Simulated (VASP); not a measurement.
# SiC in VASP: further runs, part 2 of 2

VASP 6.6.1. Earlier steps stand in the parts before.

## 4. Single point, LDA (atoms displaced along a vibrational mode, the cell strained)

Input file INCAR:

```
SYSTEM = SiC
ALGO = Normal ; EDIFF = 1E-6
ENCUT = 600 ; GGA_COMPAT = .False.
ISIF = 2 ; ISMEAR = 0
LASPH = .True. ; LCHARG = .True.
LELF = .True. ; LREAL = .False.
LVHAR = .True. ; LWAVE = .False.
NBANDS = 16 ; NELM = 120
PREC = Accurate ; SIGMA = 0.05
```

Input file KPOINTS:

```
k-points
0
Gamma
  10 10 6
  0 0 0
```

Input file POSCAR:

```
SiC
1.0
    0.0000000000     -2.1644105396     -2.2148413052
    0.0000000000      2.1644105396     -2.2148413052
    4.3288210792      0.0000000000      0.0000000000
Si C
2 2
Direct
    0.5055442347      0.5055442347      0.5000000000
   -0.0055442347     -0.0055442347      0.0000000000
    0.0037533981      0.4962466019      0.2500000000
    0.4962466019      0.0037533981      0.7500000000
```

Potentials or basis: VASP PAW LDA potentials, release 64 (Si, C).

On the command line:

```console
$ cat potpaw_LDA.64/Si/POTCAR potpaw_LDA.64/C/POTCAR > POTCAR
$ mpirun -np 1 vasp_std > vasp.out
```

OUTCAR:

```text
SYSTEM = SiC
   EDIFF = 1E-6
   ENCUT = 600
   ISIF = 2
   ISMEAR = 0
   LASPH = .True.
   LREAL = .False.
   NELM = 120
   PREC = Accurate

 ion  position               nearest neighbor table
   1  0.506  0.506  0.500-   3 1.88   4 1.88   4 1.89   3 1.89   2 3.06   2 3.06   2 3.06   2 3.06
                             2 3.06   2 3.06   2 3.13   2 3.13
   2  0.994  0.994  0.000-   3 1.88   4 1.88   4 1.89   3 1.89   1 3.06   1 3.06   1 3.06   1 3.06
                             1 3.06   1 3.06   1 3.13   1 3.13
   3  0.004  0.496  0.250-   1 1.88   2 1.88   1 1.89   2 1.89
   4  0.496  0.004  0.750-   1 1.88   2 1.88   1 1.89   2 1.89

  LATTYP: Found a base centered orthorhombic cell.
 ALAT       =     4.3288210792
 B/A-ratio  =     1.0233000000
 C/A-ratio  =     1.0000000000

  Lattice vectors:

 A1 = (   0.0000000000,  -2.1644105396,   2.2148413052)
 A2 = (   0.0000000000,  -2.1644105396,  -2.2148413052)
 A3 = (   4.3288210792,   0.0000000000,   0.0000000000)

Analysis of symmetry for initial positions (statically):
=====================================================================
 Subroutine PRICEL returns:
 Original cell was already a primitive cell.

 Routine SETGRP: Setting up the symmetry group for a
 base centered orthorhombic supercell.

[... 180 lines left out ...]
 k-point     1 :       0.0000    0.0000    0.0000
  band No.  band energies     occupation
      1      -7.2638      2.00000
      2      -2.1144      2.00000
      3       0.3240      2.00000
      4       4.7467      2.00000
      5       4.7830      2.00000
      6       7.9231      2.00000
[... 433 lines left out ...]
      3       0.9963      2.00000
      4       2.4463      2.00000
      5       3.6459      2.00000
      6       3.9989      2.00000
[... 8 lines left out ...]
     15      20.2764      0.00000
     16      20.6965      0.00000

 [... further k-points ...]

------------------------ aborting loop because EDIFF is reached ----------------------------------------

  FORCE on cell =-STRESS in cart. coord.  units (eV):
  Direction    XX          YY          ZZ          XY          YZ          ZX
  --------------------------------------------------------------------------------------
  -------------------------------------------------------------------------------------
  Total       -0.7096607     -0.7214049     -2.3508549      0.0000000      0.0000000      0.0000000
  in kB      -27.3955143    -27.8488845    -90.7516484      0.0000000      0.0000000      0.0000000
  external PRESSURE =     -48.6653491 kB  Pullay stress =       0.0000000 kB

 VOLUME and BASIS-vectors are now :
 -----------------------------------------------------------------------------
  energy-cutoff  :      600.00
  volume of cell :       41.50
      direct lattice vectors                 reciprocal lattice vectors
     0.000000000 -2.164410540 -2.214841305     0.000000000 -0.231009779 -0.225749808
     0.000000000  2.164410540 -2.214841305     0.000000000  0.231009779 -0.225749808
     4.328821079  0.000000000  0.000000000     0.231009779  0.000000000  0.000000000

 POSITION                                       TOTAL-FORCE (eV/Angst)
 -----------------------------------------------------------------------------------
      2.16441      0.00000     -2.23940        -0.000000      0.000000      0.331252
      0.00000      0.00000     -4.40512        -0.000000      0.000000     -0.331252
      1.08221      1.06596     -1.10742         0.000000      0.099480      0.000000
      3.24662     -1.06596     -1.10742        -0.000000     -0.099480      0.000000
 -----------------------------------------------------------------------------------
    total drift:                                0.000000     -0.000000     -0.000000

  FREE ENERGIE OF THE ION-ELECTRON SYSTEM (eV)
  ---------------------------------------------------
  free  energy   TOTEN  =       -33.2549507039 eV

  energy  without entropy=      -33.2549507039  energy(sigma->0) =      -33.25495070
```

stdout:

```text
POSCAR found type information on POSCAR SiC
 POSCAR found :  2 types and       4 ions
 scaLAPACK will be used
 LDA part: xc-table for (Slater(with rela. corr.)+CA(PZ))
 , standard interpolation
 POSCAR, INCAR and KPOINTS ok, starting setup
 FFT: planning ... GRIDC
 FFT: planning ... GRID_SOFT
 FFT: planning ... GRID
 WAVECAR not read
 entering main loop
```

Run time: 30 s. Hardware: 1 thread of Intel Xeon 6975P-C (Granite Rapids), shared host; peak memory 0.2 GiB.

What came out:

```yaml
Free_energy: -33.2550 eV
Pressure: -4.9 GPa
Largest_force: 0.331 eV/Å
Band_gap_on_the_k_mesh: 1.18 eV
```

Forces in eV/Å, atoms in the order of the input:
```
Si   0.000  0.000  0.331
Si   0.000  0.000 -0.331
C    0.000  0.099  0.000
C    0.000 -0.099  0.000
```

Levels at points of the mesh, in eV from the valence-band top:
| k point | band 4 | band 5 | band 6 | band 7 | band 8 | band 9 | band 10 | band 11 | band 12 | band 13 |
| --- | --- | --- | --- | --- | --- | --- | --- | --- | --- | --- |
| (0.00, 0.00, 0.00) | -3.34 | -3.30 | -0.16 | 0.00 | 0.00 | 1.18 | 3.99 | 6.19 | 7.10 | 7.10 |
| (0.50, 0.00, 0.00) | -5.89 | -4.35 | -4.33 | -1.32 | -1.32 | 5.20 | 5.33 | 8.40 | 8.47 | 8.83 |
| (0.50, 0.50, 0.00) | -7.76 | -3.34 | -3.30 | -3.08 | -3.08 | 1.18 | 1.39 | 3.99 | 4.38 | 13.35 |
| (0.00, 0.00, 0.50) | -3.29 | -2.09 | -2.09 | -2.01 | -2.01 | 3.89 | 3.89 | 6.11 | 6.11 | 10.08 |
| (0.50, 0.00, 0.50) | -8.60 | -1.25 | -1.25 | -0.97 | -0.97 | 5.25 | 5.25 | 6.95 | 6.95 | 7.23 |
| (0.50, 0.50, 0.50) | -7.12 | -5.07 | -5.07 | -4.76 | -4.76 | 5.17 | 5.17 | 9.25 | 9.25 | 9.46 |

Caveat: the cell differs from its parent crystal (atoms displaced along a vibrational mode, the cell strained); the cell stands under tension.

## 5. Overview

| cell | gap on the mesh (eV) | pressure (GPa) | largest force (eV/Å) |
| --- | --- | --- | --- |
| as given, atomic positions A | 1.16 | -4.9 | 0.66 |
| as given, atomic positions B | 1.18 | -4.9 | - |
| as given, atomic positions C | 1.18 | -4.9 | 0.33 |

Alike in all rows: task single point; level LDA; potentials or basis VASP PAW LDA potentials, release 64 (Si, C); no spin polarisation; k mesh 10 × 10 × 6; cutoff (eV) 600; smearing gaussian 0.05 eV.

Caveats: the cell stands under tension.

Total energies depend on the potentials used, so only differences within one code and one set of settings carry meaning.
